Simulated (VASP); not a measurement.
# Na (I4/mmm) in VASP: notebook

Na is run at these levels: PBE; tasks: single point.

All numbers are computed with VASP 6.6.1; they aren't measurements. Logs are shortened: lines on timing, memory, paths and dates and some standing lists are left out, and cuts for length are marked.

**1. The cell of the first run**

The structure is tetragonal, space group I4/mmm (No. 139). The conventional cell has a = 3.981 Å, b = 3.981 Å, c = 4.235 Å, α = 90.00°, β = 90.00°, γ = 90.00°. Within 4.6 Å of Na (site symmetry 4/mmm) lie 14 Na at 3.52 to 4.24 Å.

**2. Single point, PBE (strain -0.0600 x Voigt [1, 1, 0, 0, 0, 0])**

INCAR reads:

```
SYSTEM = Na
PREC = Accurate
ENCUT = 520
EDIFF = 1E-6
ISMEAR = 0
SIGMA = 0.15
LREAL = .False.
LASPH = .True.
NELM = 60
ALGO = Fast
ISIF = 2
LWAVE = .False.
LCHARG = .False.
GGA = PE
NBANDS = 10
```

KPOINTS reads:

```
Automatic mesh
0
Gamma
  16 16 16
  0 0 0
```

POSCAR reads:

```
Na
1.0
   -1.9904500000      1.9904500000      2.1175000000
    1.9904500000     -1.9904500000      2.1175000000
    1.9904500000      1.9904500000     -2.1175000000
Na
1
Direct
    0.0000000000      0.0000000000      0.0000000000
```

Potentials or basis: VASP PAW PBE potentials, release 64 (Na_pv).

Run with:

```bash
$ cat potpaw_PBE.64/Na_pv/POTCAR > POTCAR
$ mpirun -np 1 vasp_std > vasp.out
```

OUTCAR:

```text
SYSTEM = Na
   PREC = Accurate
   ENCUT = 520
   EDIFF = 1E-6
   ISMEAR = 0
   LREAL = .False.
   LASPH = .True.
   NELM = 60
   ISIF = 2
   GGA = PE

 ion  position               nearest neighbor table
   1  0.000  0.000  0.000-

  LATTYP: Found a body centered tetragonal cell.
 ALAT       =     3.9809000000
 C/A-ratio  =     1.0638297872

  Lattice vectors:

 A1 = (  -1.9904500000,   1.9904500000,   2.1175000000)
 A2 = (   1.9904500000,  -1.9904500000,   2.1175000000)
 A3 = (   1.9904500000,   1.9904500000,  -2.1175000000)

Analysis of symmetry for initial positions (statically):
=====================================================================
 Subroutine PRICEL returns:
 Original cell was already a primitive cell.

 Routine SETGRP: Setting up the symmetry group for a
 body centered tetragonal supercell.

 Subroutine GETGRP returns: Found 16 space group operations
 (whereof 16 operations were pure point group operations)
 out of a pool of 16 trial point group operations.

The static configuration has the point symmetry D_4h.

Analysis of symmetry for dynamics (positions and initial velocities):
=====================================================================
 Subroutine PRICEL returns:
 Original cell was already a primitive cell.

 Routine SETGRP: Setting up the symmetry group for a
 body centered tetragonal supercell.

 Subroutine GETGRP returns: Found 16 space group operations
 (whereof 16 operations were pure point group operations)
 out of a pool of 16 trial point group operations.

The dynamic configuration has the point symmetry D_4h.

 Subroutine INISYM returns: Found 16 space group operations
 (whereof 16 operations are pure point group operations),
 and found     1 'primitive' translations

----------------------------------------------------------------------------------------

                                     Primitive cell

  volume of cell :      33.5572

  direct lattice vectors                    reciprocal lattice vectors
    -1.990450000  1.990450000  2.117500000     0.000000000  0.251199478  0.236127509
     1.990450000 -1.990450000  2.117500000     0.251199478  0.000000000  0.236127509
     1.990450000  1.990450000 -2.117500000     0.251199478  0.251199478  0.000000000

  length of vectors
     3.522440724  3.522440724  3.522440724     0.344756984  0.344756984  0.355249708

  position of ions in fractional coordinates (direct lattice)
     0.000000000  0.000000000  0.000000000

  ion indices of the primitive-cell ions
   primitive index   ion index
                 1           1

----------------------------------------------------------------------------------------

 KPOINTS: Automatic mesh

Automatic generation of k-mesh.
 Grid dimensions read from file:
 generate k-points for:   16   16   16

 Generating k-lattice:

  Cartesian coordinates                     Fractional coordinates (reciprocal lattice)
     0.000000000  0.015699967  0.014757969     0.062500000  0.000000000 -0.000000000
     0.015699967  0.000000000  0.014757969     0.000000000  0.062500000 -0.000000000
     0.015699967  0.015699967  0.000000000     0.000000000  0.000000000  0.062500000

  Length of vectors
     0.021547311  0.021547311  0.022203107

  Shift w.r.t. Gamma in fractional coordinates (k-lattice)
     0.000000000  0.000000000  0.000000000

 Subroutine IBZKPT returns following result:
 ===========================================

 Found    349 irreducible k-points:

 Following reciprocal coordinates:
            Coordinates               Weight
  0.000000  0.000000  0.000000      1.000000
  0.062500 -0.000000  0.000000      8.000000
  0.125000 -0.000000  0.000000      8.000000
  0.187500 -0.000000  0.000000      8.000000
  0.250000 -0.000000  0.000000      8.000000
  0.312500 -0.000000  0.000000      8.000000
[... 16 lines left out ...]
 -0.125000  0.062500 -0.000000     16.000000
 -0.062500  0.062500  0.000000      4.000000
 [... further k-points ...]
   k-points           NKPTS =    349   k-points in BZ     NKDIM =    349   number of bands    NBANDS=     10
   number of dos      NEDOS =    301   number of ions     NIONS =      1
   total plane-waves  NPLWV =  21952
   dimension x,y,z NGX =    28 NGY =   28 NGZ =   28
   dimension x,y,z NGXF=    56 NGYF=   56 NGZF=   56
   ions per type =               1
   NGX,Y,Z   is equivalent  to a cutoff of  13.21, 13.21, 13.21 a.u.
   NGXF,Y,Z  is equivalent  to a cutoff of  26.43, 26.43, 26.43 a.u.
 SYSTEM =  Na
   PREC   = accura    normal or accurate (medium, high low for compatibility)
   ISTART =      0    job   : 0-new  1-cont  2-samecut
   ICHARG =      2    charge: 1-file 2-atom 10-const
   ISPIN  =      1    spin polarized calculation?
   LNONCOLLINEAR =      F non collinear calculations
   LSORBIT =      F    spin-orbit coupling
   LASPH  =      T    aspherical Exc in radial PAW
   ENCUT  =  520.0 eV  38.22 Ry    6.18 a.u.   6.55  6.55  6.55*2*pi/ulx,y,z
   NELM   =     60;   NELMIN=  2; NELMDL= -5     # of ELM steps
   EDIFF  = 0.1E-05   stopping-criterion for ELM
   LREAL  =      F    real-space projection
   EDIFFG = 0.1E-04   stopping-criterion for IOM
   NSW    =      0    number of steps for IOM
   IBRION =     -1    ionic relax: 0-MD 1-quasi-New 2-CG
   NFREE  =      0    steps in history (QN), initial steepest desc. (CG)
   ISIF   =      2    stress and relaxation
   ISYM   =      2    0-nonsym 1-usesym 2-fastsym
   POTIM  = 0.5000    time-step for ionic-motion
   TEBEG  =    0.0;   TEEND  =   0.0 temperature during run
   PSTRESS=    0.0 pullay stress
   NELECT =       7.0000    total number of electrons
   NUPDOWN=      -1.0000    fix difference up-down
   EMIN   =  10.00;   EMAX   =-10.00  energy-range for DOS
   EFERMI =   0.00;   METHOD = LEGACY
   ISMEAR =     0;   SIGMA  =   0.15  broadening in eV -4-tet -1-fermi 0-gaus
   EFERMI_NEDOS =   21; number of points for ismear=-14 and -15
   IALGO  =     68    algorithm
   IMIX   =      4    mixing-type and parameters
     AMIX     =   0.40;   BMIX     =  1.00
     AMIX_MAG =   1.60;   BMIX_MAG =  1.00
  volume/ion in A,a.u.               =      33.56       226.46
  Fermi-wavevector in a.u.,A,eV,Ry     =   0.970910  1.834753 12.825746  0.942666
  Thomas-Fermi vector in A             =   2.101084
   LORBIT       =      0    0 simple, 1 ext, 2 COOP (PROOUT), +10 PAW based schemes
   GGA     = PE    functional components
   LHFCALC =     F    Hartree Fock is set to
   AEXX    =    0.0000 exact exchange contribution
   IVDW    =     0    specifies the selected vdW correction
   LEPSILON=     F    determine dielectric tensor
   LRPA    =     F    only Hartree local field effects (RPA)
 non-spin polarized calculation
 RMM-DIIS sequential band-by-band and
 Gauss-broadening in eV      SIGMA  =   0.15
  energy-cutoff  :      520.00
  volume of cell :       33.56
 maximum number of plane-waves:       932
 NGX is ok and might be reduce to    28
   NGX = 13   NGY = 13   NGZ = 13

 number of electron       6.9999995 magnetization

 Free energy of the ion-electron system (eV)
  ---------------------------------------------------
  ext. energy  EPLUGINS =         0.00000000
  ---------------------------------------------------
  free energy    TOTEN  =        -1.30479403 eV

  energy without entropy =       -1.29989341  energy(sigma->0) =       -1.30234372

 E-fermi :   0.6320     XC(G=0):  -6.7675

 val. band max:        0.6280601701   @ k =   0.5000   0.2500   0.0000
 cond. band min:       0.6607339869   @ k =   0.5000   0.1875   0.0000
 fundamental gap:      0.0326738168
 Fermi energy:         0.6319770935

 k-point     1 :       0.0000    0.0000    0.0000
  band No.  band energies     occupation
      1     -24.1979      2.00000
      2     -24.1979      2.00000
      3     -24.1976      2.00000
      4      -2.8625      2.00000
      5      12.7325      0.00000
      6      12.7325      0.00000
      7      13.6284      0.00000
      8      13.7087      0.00000
      9      14.3176      0.00000
     10      14.5931      0.00000

 k-point     2 :       0.0625   -0.0000    0.0000
  band No.  band energies     occupation
      1     -24.1997      2.00000
      2     -24.1985      2.00000
      3     -24.1977      2.00000
      4      -2.7899      2.00000
      5      11.7571      0.00000
      6      12.4021      0.00000
      7      13.1924      0.00000
      8      13.3174      0.00000
      9      13.8287      0.00000
     10      14.8402      0.00000

 k-point     3 :       0.1250   -0.0000    0.0000
  band No.  band energies     occupation
      1     -24.2053      2.00000
      2     -24.2002      2.00000
      3     -24.1977      2.00000
      4      -2.5729      2.00000
      5      10.0761      0.00000
      6      11.7687      0.00000
      7      12.7009      0.00000
      8      12.7742      0.00000
      9      13.3595      0.00000
     10      15.0390      0.00000

 k-point     4 :       0.1875   -0.0000    0.0000
  band No.  band energies     occupation
      1     -24.2136      2.00000
      2     -24.2027      2.00000
      3     -24.1976      2.00000
      4      -2.2136      2.00000
      5       8.4136      0.00000
      6      11.1329      0.00000
      7      12.1289      0.00000
      8      12.2017      0.00000
      9      13.0734      0.00000
     10      15.0977      0.00000

 k-point     5 :       0.2500   -0.0000    0.0000
  band No.  band energies     occupation
      1     -24.2233      2.00000
      2     -24.2057      2.00000
      3     -24.1976      2.00000
      4      -1.7152      2.00000
      5       6.8400      0.00000
      6      10.5793      0.00000
      7      11.6516      0.00000
      8      11.6936      0.00000
      9      12.7405      0.00000
     10      15.2944      0.00000

 k-point     6 :       0.3125   -0.0000    0.0000
  band No.  band energies     occupation
      1     -24.2331      2.00000
      2     -24.2088      2.00000
      3     -24.1975      2.00000
      4      -1.0821      2.00000
      5       5.3704      0.00000
      6      10.1355      0.00000
      7      11.2798      0.00000
      8      11.2934      0.00000
      9      12.3973      0.00000
     10      15.6553      0.00000
[... 183 lines left out ...]
 k-point    21 :      -0.2500    0.0625   -0.0000
  band No.  band energies     occupation
      1     -24.2194      2.00000
      2     -24.2041      2.00000
      3     -24.1985      2.00000
      4      -1.9106      2.00000
      5       7.6029      0.00000
      6      10.2137      0.00000
      7      11.3213      0.00000
      8      12.5854      0.00000
      9      13.1579      0.00000
     10      14.6980      0.00000

 k-point    22 :      -0.1875    0.0625   -0.0000
  band No.  band energies     occupation
      1     -24.2105      2.00000
      2     -24.2012      2.00000
      3     -24.1985      2.00000
      4      -2.3437      2.00000
      5       9.2094      0.00000
      6      10.8815      0.00000
      7      11.7740      0.00000
      8      12.9415      0.00000
      9      13.3795      0.00000
     10      14.8648      0.00000

 k-point    23 :      -0.1250    0.0625   -0.0000
  band No.  band energies     occupation
      1     -24.2036      2.00000
      2     -24.1990      2.00000
      3     -24.1984      2.00000
      4      -2.6362      2.00000
      5      10.8676      0.00000
      6      11.6610      0.00000
      7      12.2235      0.00000
      8      12.9778      0.00000
      9      13.8363      0.00000
     10      14.9101      0.00000

 k-point    24 :      -0.0625    0.0625    0.0000
  band No.  band energies     occupation
      1     -24.1998      2.00000
      2     -24.1983      2.00000
      3     -24.1980      2.00000
      4      -2.7854      2.00000
      5      12.1696      0.00000
      6      12.4397      0.00000
      7      12.5900      0.00000
      8      13.0404      0.00000
      9      13.9675      0.00000
     10      15.0345      0.00000

 [... further k-points ...]
[... 5 lines left out ...]
  --------------------------------------------------------------------------------------
  -------------------------------------------------------------------------------------
  Total        0.1703479      0.1703479      0.1582088      0.0000000      0.0000000      0.0000000
  in kB        8.1331975      8.1331975      7.5536208      0.0000000      0.0000000      0.0000000
  external PRESSURE =       7.9400053 kB  Pullay stress =       0.0000000 kB

 VOLUME and BASIS-vectors are now :
 -----------------------------------------------------------------------------
  energy-cutoff  :      520.00
  volume of cell :       33.56
      direct lattice vectors                 reciprocal lattice vectors
    -1.990450000  1.990450000  2.117500000     0.000000000  0.251199478  0.236127509
     1.990450000 -1.990450000  2.117500000     0.251199478  0.000000000  0.236127509
     1.990450000  1.990450000 -2.117500000     0.251199478  0.251199478  0.000000000

 POSITION                                       TOTAL-FORCE (eV/Angst)
 -----------------------------------------------------------------------------------
      0.00000      0.00000      0.00000        -0.000000      0.000000     -0.000000
 -----------------------------------------------------------------------------------
    total drift:                                0.000000     -0.000000     -0.000000

  FREE ENERGIE OF THE ION-ELECTRON SYSTEM (eV)
  ---------------------------------------------------
  free  energy   TOTEN  =        -1.3047940292 eV

  energy  without entropy=       -1.2998934143  energy(sigma->0) =       -1.30234372
```

Run time: 34 s. Hardware: 1 thread of Intel Xeon 6975P-C (Granite Rapids), shared host; peak memory 0.21 GiB.

Results:

- Free energy: -1.3048 eV
- Pressure: 0.8 GPa

Levels at points of the mesh, in eV from the Fermi level:
```tsv
k point	band 2	band 3	band 4	band 5	band 6	band 7
(0.00, 0.00, 0.00)	-24.83	-24.83	-3.49	12.10	12.10	13.00
(0.50, 0.00, 0.00)	-24.85	-24.83	0.71	1.24	8.92	10.15
(0.50, 0.50, 0.00)	-24.85	-24.83	0.96	1.52	8.10	9.32
(0.50, 0.50, 0.50)	-24.86	-24.86	4.35	4.52	4.97	5.64
```

Caveat: the cell differs from its parent crystal (strain -0.0600 x Voigt [1, 1, 0, 0, 0, 0]).

**3. Single point, PBE (strain +0.0600 x Voigt [1, 1, 0, 0, 0, 0])**

INCAR reads:

```
PREC = Accurate
ENCUT = 520
EDIFF = 1E-6
ISMEAR = 0
SIGMA = 0.15
LREAL = False
LASPH = True
NELM = 80
ALGO = Normal
ISIF = 2
LWAVE = False
LCHARG = True
GGA = PE
LELF = True
LVHAR = True
NBANDS = 10
```

KPOINTS reads:

```
Automatic mesh
0
Gamma
  16 16 16
```

POSCAR reads:

```
Na
1.0
   -2.2445500000      2.2445500000      2.1175000000
    2.2445500000     -2.2445500000      2.1175000000
    2.2445500000      2.2445500000     -2.1175000000
Na
1
Direct
    0.0000000000      0.0000000000      0.0000000000
```

Potentials or basis: VASP PAW PBE potentials, release 64 (Na_pv).

Run with:

```bash
$ cat potpaw_PBE.64/Na_pv/POTCAR > POTCAR
$ mpirun -np 1 vasp_std > vasp.out
```

Run time: 34 s. Hardware: 1 thread of Intel Xeon 6975P-C (Granite Rapids), shared host; peak memory 0.24 GiB.

The run converged. Its results:

| Quantity | Value |
| --- | --- |
| Free energy | -1.2968 eV |
| Pressure | -0.9 GPa |

Stress tensor (GPa, compression positive):
```
-0.89  0.00  0.00
 0.00 -0.89  0.00
 0.00  0.00 -0.80
```

Levels at points of the mesh, in eV from the Fermi level:
| k point | band 1 | band 2 | band 3 | band 4 | band 5 | band 6 | band 7 | band 8 |
| --- | --- | --- | --- | --- | --- | --- | --- | --- |
| (0.00, 0.00, 0.00) | -25.02 | -25.02 | -25.02 | -2.99 | 10.32 | 11.15 | 11.15 | 11.38 |
| (0.50, 0.00, 0.00) | -25.04 | -25.03 | -25.02 | 0.80 | 1.16 | 7.43 | 8.03 | 8.26 |
| (0.50, 0.50, 0.00) | -25.04 | -25.03 | -25.02 | 0.61 | 0.90 | 8.12 | 8.72 | 8.97 |
| (0.50, 0.50, 0.50) | -25.04 | -25.04 | -25.04 | 4.08 | 4.15 | 4.15 | 4.44 | 5.07 |

Caveat: the cell differs from its parent crystal (strain +0.0600 x Voigt [1, 1, 0, 0, 0, 0]).
